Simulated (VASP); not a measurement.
Input of a VASP 6.6.1 run:

File INCAR:

```
SYSTEM = Ca
  ALGO = Fast
  EDIFF = 1E-6
  ENCUT = 520
  GGA = PS
  ISIF = 2
  ISMEAR = 0
  LASPH = .TRUE.
  LCHARG = .TRUE.
  LELF = .TRUE.
  LREAL = .FALSE.
  LVHAR = .TRUE.
  LWAVE = .FALSE.
  NBANDS = 11
  NELM = 60
  PREC = Accurate
  SIGMA = 0.15
```

File KPOINTS:

```
k-points
0
G
  16 16 16
  0 0 0
```

Contents of POSCAR:

```
Ca
1.0
   -2.4498880000      2.0301120000      2.2400000000
    2.4498880000     -2.0301120000      2.2400000000
    2.4498880000      2.0301120000     -2.2400000000
Ca
1
Direct
    0.0000000000      0.0000000000      0.0000000000
```

Potentials or basis: VASP PAW PBE potentials, release 64 (Ca_sv).

Run with:

```sh
$ cat potpaw_PBE.64/Ca_sv/POTCAR > POTCAR
$ mpirun -np 1 vasp_std > vasp.out
```

Question: What does it give for the band gap on the k mesh?

Answer: Zero (band 5 reaches 1.99 eV, above the bottom of band 6 at 1.40 eV).

Question: Estimate the pressure.

Answer: -1.4 GPa.

Stress tensor (GPa, compression positive):
```
-1.43  0.00  0.00
 0.00 -0.93  0.00
 0.00  0.00 -1.91
```

Caveat: the cell differs from its parent crystal (strain +0.0937 x Voigt [1, -1, 0, 0, 0, 0]); the PAW data sets were made with another functional, which shifts forces and pressure a little.
